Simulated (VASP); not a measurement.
# Zn12HCNO12 in VASP: single point with PBE+D3(BJ)

Aim: the single point of Zn12HCNO12 with PBE+D3(BJ).

Program: VASP 6.6.1. These are calculated values, not measurements. Logs are shortened: lines on timing, memory, paths and dates and some standing lists are left out, and cuts for length are marked.

### 1 The cell of the first run

The cell holds a slab with vacuum, 27 atoms: a = 6.509 Å, b = 5.256 Å, c = 26.793 Å, α = 90.00°, β = 90.00°, γ = 90.00°.

### 2 Single point, PBE+D3(BJ)

Contents of INCAR:

```
SYSTEM = Zn12HCNO12
PREC = Accurate
ENCUT = 520
EDIFF = 1E-6
ISMEAR = 0
SIGMA = 0.05
LREAL = .False.
LASPH = .True.
NELM = 120
ALGO = Normal
ISIF = 2
LWAVE = .False.
LCHARG = .False.
LDIPOL = .True.
IDIPOL = 3
DIPOL = 0.5 0.5 0.444
GGA = PE
IVDW = 12
NBANDS = 132
GGA_COMPAT = .False.
NELMDL = -8
```

Contents of KPOINTS:

```
regular mesh
0
Gamma
  3 3 1
  0 0 0
```

Contents of POSCAR:

```
Zn12HCNO12
1.0
    6.5094894487      0.0000000000      0.0000000000
    0.0000000000      5.2564237859      0.0000000000
    0.0000000000      0.0000000000     26.7925470996
Zn O C N H
12 12 1 1 1
Direct
    0.5000000000      0.9983827814      0.2985904987
    0.0000000000      0.9983827814      0.2985904987
    0.7500000000      0.4983827814      0.3336586043
    0.2500000000      0.4983827814      0.3336586043
    0.7500000000      0.9983827814      0.4037948156
    0.2500000000      0.9983827814      0.4037948156
   -0.0004547308      0.4952042838      0.4365922566
    0.5004547308      0.4952042838      0.4365922566
    0.0011040422      0.9966717213      0.5115449612
    0.4988959578      0.9966717213      0.5115449612
    0.2500000000      0.4591333439      0.5312876787
    0.7500000000      0.4696895643      0.5345068929
    0.5000000000      0.6195172186      0.2985904987
    0.0000000000      0.6195172186      0.2985904987
    0.7500000000      0.1195172186      0.3336586043
    0.2500000000      0.1195172186      0.3336586043
    0.7500000000      0.6195172186      0.4037948156
    0.2500000000      0.6195172186      0.4037948156
    0.0002907690      0.1175161162      0.4381963650
    0.4997092310      0.1175161162      0.4381963650
    0.0003410584      0.6180969518      0.5087537594
    0.4996589416      0.6180969518      0.5087537594
    0.2500000000      0.1108726233      0.5442624605
    0.7500000000      0.1109437160      0.5422908879
    0.7500000000      0.2945396877      0.6331009329
    0.7500000000      0.5147981143      0.6295541452
    0.7500000000      0.0897747122      0.6363125280
```

Potentials or basis: VASP PAW PBE potentials, release 64 (Zn, O, C, N, H).

On the command line:

```bash
$ cat potpaw_PBE.64/Zn/POTCAR potpaw_PBE.64/O/POTCAR potpaw_PBE.64/C/POTCAR potpaw_PBE.64/N/POTCAR potpaw_PBE.64/H/POTCAR > POTCAR
$ mpirun -np 1 vasp_std > vasp.out
```

OUTCAR:

```text
SYSTEM = Zn12HCNO12
   PREC = Accurate
   ENCUT = 520
   EDIFF = 1E-6
   ISMEAR = 0
   LREAL = .False.
   LASPH = .True.
   NELM = 120
   ISIF = 2
   GGA = PE
   IVDW = 12
   NELMDL = -8
 IVDW          = 12

 ion  position               nearest neighbor table
   1  0.500  0.998  0.299-  15 1.98  16 1.98  13 1.99
   2  0.000  0.998  0.299-  15 1.98  16 1.98  14 1.99
   3  0.750  0.498  0.334-  13 1.98  14 1.98  17 1.98  15 1.99
   4  0.250  0.498  0.334-  13 1.98  14 1.98  18 1.98  16 1.99
   5  0.750  0.998  0.404-  19 1.97  20 1.97  15 1.98  17 1.99
   6  0.250  0.998  0.404-  19 1.97  20 1.97  16 1.98  18 1.99
   7  1.000  0.495  0.437-  17 1.96  18 1.96  19 1.99  21 2.04  11 3.02
   8  0.500  0.495  0.437-  17 1.96  18 1.96  20 1.99  22 2.04  11 3.02
   9  0.001  0.997  0.512-  24 1.93  23 1.94  21 1.99  19 2.07  11 2.97  12 3.04
  10  0.499  0.997  0.512-  24 1.93  23 1.94  22 1.99  20 2.07  11 2.97  12 3.04
  11  0.250  0.459  0.531-  23 1.86  22 1.92  21 1.92  10 2.97   9 2.97   8 3.02   7 3.02
  12  0.750  0.470  0.535-  24 1.90  22 1.93  21 1.93  10 3.04   9 3.04
  13  0.500  0.620  0.299-   3 1.98   4 1.98   1 1.99
  14  0.000  0.620  0.299-   3 1.98   4 1.98   2 1.99
  15  0.750  0.120  0.334-   1 1.98   2 1.98   5 1.98   3 1.99
  16  0.250  0.120  0.334-   1 1.98   2 1.98   6 1.98   4 1.99
  17  0.750  0.620  0.404-   7 1.96   8 1.96   3 1.98   5 1.99
  18  0.250  0.620  0.404-   7 1.96   8 1.96   4 1.98   6 1.99
  19  0.000  0.118  0.438-   6 1.97   5 1.97   7 1.99   9 2.07
  20  0.500  0.118  0.438-   6 1.97   5 1.97   8 1.99  10 2.07
  21  0.000  0.618  0.509-  11 1.92  12 1.93   9 1.99   7 2.04
  22  0.500  0.618  0.509-  11 1.92  12 1.93  10 1.99   8 2.04
  23  0.250  0.111  0.544-  11 1.86  10 1.94   9 1.94
  24  0.750  0.111  0.542-  12 1.90  10 1.93   9 1.93
  25  0.750  0.295  0.633-  27 1.08  26 1.16
  26  0.750  0.515  0.630-  25 1.16
  27  0.750  0.090  0.636-  25 1.08

  LATTYP: Found a simple orthorhombic cell.
 ALAT       =     5.2564237859
 B/A-ratio  =     1.2383874881
 C/A-ratio  =     5.0971055971

  Lattice vectors:

 A1 = (   0.0000000000,  -5.2564237859,   0.0000000000)
 A2 = (   6.5094894487,   0.0000000000,   0.0000000000)
 A3 = (   0.0000000000,   0.0000000000,  26.7925470996)

Analysis of symmetry for initial positions (statically):
=====================================================================
 Subroutine PRICEL returns:
 Original cell was already a primitive cell.

 Routine SETGRP: Setting up the symmetry group for a
 simple orthorhombic supercell.

 Subroutine GETGRP returns: Found  2 space group operations
 (whereof  1 operations were pure point group operations)
 out of a pool of  8 trial point group operations.

The static configuration has the point symmetry C_1 .
 The point group associated with its full space group is C_1h.

Analysis of symmetry for dynamics (positions and initial velocities):
=====================================================================
 Subroutine PRICEL returns:
 Original cell was already a primitive cell.

 Routine SETGRP: Setting up the symmetry group for a
 simple orthorhombic supercell.

 Subroutine GETGRP returns: Found  2 space group operations
 (whereof  1 operations were pure point group operations)
 out of a pool of  8 trial point group operations.

The dynamic configuration has the point symmetry C_1 .
 The point group associated with its full space group is C_1h.

 Subroutine INISYM returns: Found  2 space group operations
 (whereof  1 operations are pure point group operations),
 and found     1 'primitive' translations

----------------------------------------------------------------------------------------

                                     Primitive cell

  volume of cell :     916.7508

  direct lattice vectors                    reciprocal lattice vectors
     6.509489449  0.000000000  0.000000000     0.153621879  0.000000000  0.000000000
     0.000000000  5.256423786  0.000000000     0.000000000  0.190243413  0.000000000
     0.000000000  0.000000000 26.792547100     0.000000000  0.000000000  0.037323812

  length of vectors
     6.509489449  5.256423786 26.792547100     0.153621879  0.190243413  0.037323812

  position of ions in fractional coordinates (direct lattice)
     0.500000000  0.998382781  0.298590499
     0.000000000  0.998382781  0.298590499
     0.750000000  0.498382781  0.333658604
     0.250000000  0.498382781  0.333658604
     0.750000000  0.998382781  0.403794816
     0.250000000  0.998382781  0.403794816
[... 19 lines left out ...]
     0.750000000  0.514798114  0.629554145
     0.750000000  0.089774712  0.636312528

  ion indices of the primitive-cell ions
   primitive index   ion index
                 1           1
                 2           2
                 3           3
                 4           4
                 5           5
                 6           6
[... 19 lines left out ...]
                26          26
                27          27

----------------------------------------------------------------------------------------

 KPOINTS: regular mesh

Automatic generation of k-mesh.
 Grid dimensions read from file:
 generate k-points for:    3    3    1

 Generating k-lattice:

  Cartesian coordinates                     Fractional coordinates (reciprocal lattice)
     0.051207293  0.000000000  0.000000000     0.333333333  0.000000000  0.000000000
     0.000000000  0.063414471  0.000000000     0.000000000  0.333333333  0.000000000
     0.000000000  0.000000000  0.037323812     0.000000000  0.000000000  1.000000000

  Length of vectors
     0.051207293  0.063414471  0.037323812

  Shift w.r.t. Gamma in fractional coordinates (k-lattice)
     0.000000000  0.000000000  0.000000000

 Subroutine IBZKPT returns following result:
 ===========================================

 Found      4 irreducible k-points:

 Following reciprocal coordinates:
            Coordinates               Weight
  0.000000  0.000000  0.000000      1.000000
  0.333333  0.000000  0.000000      2.000000
  0.000000  0.333333  0.000000      2.000000
  0.333333  0.333333  0.000000      4.000000
   k-points           NKPTS =      4   k-points in BZ     NKDIM =      4   number of bands    NBANDS=    132
   number of dos      NEDOS =    301   number of ions     NIONS =     27
   total plane-waves  NPLWV = 384000
   dimension x,y,z NGX =    48 NGY =   40 NGZ =  200
   dimension x,y,z NGXF=    96 NGYF=   80 NGZF=  400
   ions per type =              12  12   1   1   1
   NGX,Y,Z   is equivalent  to a cutoff of  12.26, 12.65, 12.41 a.u.
   NGXF,Y,Z  is equivalent  to a cutoff of  24.52, 25.30, 24.82 a.u.
 SYSTEM =  Zn12HCNO12
   PREC   = accura    normal or accurate (medium, high low for compatibility)
   ISTART =      0    job   : 0-new  1-cont  2-samecut
   ICHARG =      2    charge: 1-file 2-atom 10-const
   ISPIN  =      1    spin polarized calculation?
   LNONCOLLINEAR =      F non collinear calculations
   LSORBIT =      F    spin-orbit coupling
   LASPH  =      T    aspherical Exc in radial PAW
   ENCUT  =  520.0 eV  38.22 Ry    6.18 a.u.  12.10  9.77 49.82*2*pi/ulx,y,z
   NELM   =    120;   NELMIN=  2; NELMDL= -8     # of ELM steps
   EDIFF  = 0.1E-05   stopping-criterion for ELM
   LREAL  =      F    real-space projection
   EDIFFG = 0.1E-04   stopping-criterion for IOM
   NSW    =      0    number of steps for IOM
   IBRION =     -1    ionic relax: 0-MD 1-quasi-New 2-CG
   NFREE  =      0    steps in history (QN), initial steepest desc. (CG)
   ISIF   =      2    stress and relaxation
   ISYM   =      2    0-nonsym 1-usesym 2-fastsym
   POTIM  = 0.5000    time-step for ionic-motion
   TEBEG  =    0.0;   TEEND  =   0.0 temperature during run
   PSTRESS=    0.0 pullay stress
   NELECT =     226.0000    total number of electrons
   NUPDOWN=      -1.0000    fix difference up-down
   EMIN   =  10.00;   EMAX   =-10.00  energy-range for DOS
   EFERMI =   0.00;   METHOD = LEGACY
   ISMEAR =     0;   SIGMA  =   0.05  broadening in eV -4-tet -1-fermi 0-gaus
   EFERMI_NEDOS =   21; number of points for ismear=-14 and -15
   IALGO  =     38    algorithm
   IMIX   =      4    mixing-type and parameters
     AMIX     =   0.40;   BMIX     =  1.00
     AMIX_MAG =   1.60;   BMIX_MAG =  1.00
  volume/ion in A,a.u.               =      33.95       229.13
  Fermi-wavevector in a.u.,A,eV,Ry     =   1.026504  1.939811 14.336594  1.053710
  Thomas-Fermi vector in A             =   2.160400
   LORBIT       =      0    0 simple, 1 ext, 2 COOP (PROOUT), +10 PAW based schemes
   GGA     = PE    functional components
   LHFCALC =     F    Hartree Fock is set to
   AEXX    =    0.0000 exact exchange contribution
   IVDW    =    12    specifies the selected vdW correction
   LEPSILON=     F    determine dielectric tensor
   LRPA    =     F    only Hartree local field effects (RPA)
 non-spin polarized calculation
 Gauss-broadening in eV      SIGMA  =   0.05
  energy-cutoff  :      520.00
  volume of cell :      916.75
 maximum number of plane-waves:     24702
   NGX = 25   NGY = 19   NGZ = 99

 dipolmoment           0.000000      0.000000      0.004498 electrons x Angstroem

 number of electron     225.9999931 magnetization

 dipolmoment           0.000000      0.000000     -0.030653 electrons x Angstroem

 Free energy of the ion-electron system (eV)
  ---------------------------------------------------
  ext. energy  EPLUGINS =         0.00000000
  ---------------------------------------------------
  free energy    TOTEN  =      -122.68797815 eV

  energy without entropy =     -122.68797815  energy(sigma->0) =     -122.68797815

 E-fermi :  -2.5510     XC(G=0):  -4.2654

 val. band max:       -2.8539050692   @ k =   0.0000   0.0000   0.0000
 cond. band min:      -2.1235332649   @ k =   0.0000   0.0000   0.0000
 fundamental gap:      0.7303718044
 Fermi energy:        -2.5509595355

 k-point     1 :       0.0000    0.0000    0.0000
  band No.  band energies     occupation
      1     -21.2592      2.00000
      2     -21.1411      2.00000
      3     -20.9806      2.00000
      4     -20.7553      2.00000
      5     -20.7290      2.00000
      6     -20.6426      2.00000
[... 501 lines left out ...]
    124       2.7880      0.00000
    125       2.8901      0.00000
 [bands above 125 left out]

------------------------ aborting loop because EDIFF is reached ----------------------------------------

 vacuum level on the upper side and lower side of the slab       (xc-potential included)        -0.211        -0.053

 Edisp (eV)   -4.31235

 E8    (eV) :    -1.6619

  FORCE on cell =-STRESS in cart. coord.  units (eV):
  Direction    XX          YY          ZZ          XY          YZ          ZX
  --------------------------------------------------------------------------------------
  -------------------------------------------------------------------------------------
  Total       3.39033    -0.63039     0.79618     0.00000     0.76044     0.00000
  in kB       5.92518    -1.10172     1.39147     0.00000     1.32899     0.00000
  external pressure =        2.07 kB  Pullay stress =        0.00 kB

 VOLUME and BASIS-vectors are now :
 -----------------------------------------------------------------------------
  energy-cutoff  :      520.00
  volume of cell :      916.75
      direct lattice vectors                 reciprocal lattice vectors
     6.509489449  0.000000000  0.000000000     0.153621879  0.000000000  0.000000000
     0.000000000  5.256423786  0.000000000     0.000000000  0.190243413  0.000000000
     0.000000000  0.000000000 26.792547100     0.000000000  0.000000000  0.037323812

 POSITION                                       TOTAL-FORCE (eV/Angst)
 -----------------------------------------------------------------------------------
      3.25474      5.24792      8.00000        -0.003459     -1.324965      1.078607
      0.00000      5.24792      8.00000         0.003459     -1.324965      1.078607
      4.88212      2.61971      8.93956         0.000000      0.668060     -0.863890
      1.62737      2.61971      8.93956         0.000000      0.666973     -0.851961
      4.88212      5.24792     10.81869         0.000000     -0.158167      0.299534
      1.62737      5.24792     10.81869         0.000000     -0.175119      0.261301
[... 19 lines left out ...]
      4.88212      2.70600     16.86736         0.000000      0.412040     -0.049596
      4.88212      0.47189     17.04843         0.000000      0.025772     -0.013938
 -----------------------------------------------------------------------------------
    total drift:                                0.000000      0.004457      0.003821

  FREE ENERGIE OF THE ION-ELECTRON SYSTEM (eV)
  ---------------------------------------------------
  free  energy   TOTEN  =      -127.0003325867 eV

  energy  without entropy=     -127.0003325867  energy(sigma->0) =     -127.00033259

 vacuum level on the upper side and lower side of the slab         1.978         2.139
```

Wall time 50 min (1 thread of Intel Xeon 8259CL, shared host); peak memory 1 GiB.

Results:

* Free energy: -127.0003 eV
* Largest force: 1.708 eV/Å
* Band gap on the k mesh: 0.73 eV
* Dispersion energy per atom: -0.160 eV

Forces on the atoms (eV/Å):
```
Zn  -0.003 -1.325  1.079
Zn   0.003 -1.325  1.079
Zn   0.000  0.668 -0.864
Zn   0.000  0.667 -0.852
Zn   0.000 -0.158  0.300
Zn   0.000 -0.175  0.261
Zn   0.000 -0.006  0.022
Zn   0.000 -0.006  0.022
Zn   0.001 -0.008 -0.021
Zn  -0.001 -0.008 -0.021
Zn   0.000  0.034  0.039
Zn   0.000  0.031  0.036
O    0.002  0.682  0.078
O   -0.002  0.682  0.078
O    0.000  0.082 -0.962
O    0.000  0.082 -0.976
O    0.000  0.073  0.243
O    0.000  0.054  0.268
O   -0.001 -0.007  0.027
O    0.001 -0.007  0.027
O    0.001  0.034 -0.011
O   -0.001  0.034 -0.011
O    0.000 -0.069  0.085
O    0.000 -0.038  0.066
C    0.000 -0.433  0.072
N    0.000  0.412 -0.050
H    0.000  0.026 -0.014
```

Caveat: semilocal functionals underestimate gaps, and a narrow one can read as zero.
